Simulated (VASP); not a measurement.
A run of VASP 6.6.1 is set up as follows.

INCAR

```
SYSTEM = Sc5Mo
ALGO     = Fast           ! electronic algorithm
EDIFF    = 1E-6           ! SCF threshold, eV
EDIFFG   = -0.04          ! ionic threshold
ENCUT    = 600            ! plane-wave cutoff, eV
GGA      = PE             ! functional
IBRION   = 2              ! ionic algorithm
ISIF     = 3              ! what is computed and relaxed
ISMEAR   = 0              ! smearing method
LASPH    = .TRUE.         ! aspherical terms in the spheres
LCHARG   = .FALSE.        ! write CHGCAR
LREAL    = .FALSE.        ! projectors in reciprocal space
LWAVE    = .FALSE.        ! write WAVECAR
NELM     = 60             ! most SCF steps
NSW      = 90             ! ionic steps
PREC     = Accurate       ! precision mode
SIGMA    = 0.1            ! smearing width, eV
```

The input KPOINTS:

```
k-points
0
G
  6 6 4
  0 0 0
```

File POSCAR:

```
Sc5Mo
1.0
    5.6078391200      0.0000000000      0.0000000000
   -2.8039195600      4.8565311400      0.0000000000
    0.0000000000      0.0000000000      4.3557547200
Sc Mo
5 1
Direct
    0.3333333300      0.6666666700      0.0000000000
    0.6666666700      0.3333333300      0.0000000000
    0.5000000000      0.0000000000      0.5000000000
    0.5000000000      0.5000000000      0.5000000000
    0.0000000000      0.5000000000      0.5000000000
    0.0000000000      0.0000000000      0.0000000000
```

Potentials or basis: VASP PAW PBE potentials, release 64 (Sc_sv, Mo_sv).

Run with:

```console
$ cat potpaw_PBE.64/Sc_sv/POTCAR potpaw_PBE.64/Mo_sv/POTCAR > POTCAR
$ mpirun -np 1 vasp_std > vasp.out
```

**Question.** Predict the relaxed cell.

**Answer.** a = 5.473 Å, b = 5.473 Å, c = 5.389 Å, α = 90.00°, β = 90.00°, γ = 120.00°.

**Question.** What does it give for the relaxed volume?

**Answer.** 23.30 Å³/atom.

**Question.** Predict the space group after relaxing (to 0.05 Å).

**Answer.** P6/mmm (No. 191).

The path:
```csv
step,energy change (eV),largest force (eV/Å),pressure (GPa),volume (Å³)
1,0.0000,0.0000,12.43,118.63
2,-1.3636,0.0000,-1.83,146.59
3,-1.3647,0.0000,-2.19,147.88
4,-1.6645,0.0000,-1.50,144.81
5,-1.7912,0.0000,-0.06,140.25
6,-1.7947,0.0000,-0.35,141.03
7,-1.7948,0.0000,-0.29,140.87
8,-1.7955,0.0000,0.14,139.82
```

Caveat: the k points lie up to 0.29 Å⁻¹ apart in the final cell; the volume moved by over 15 % at a fixed basis, so the end points are rough.
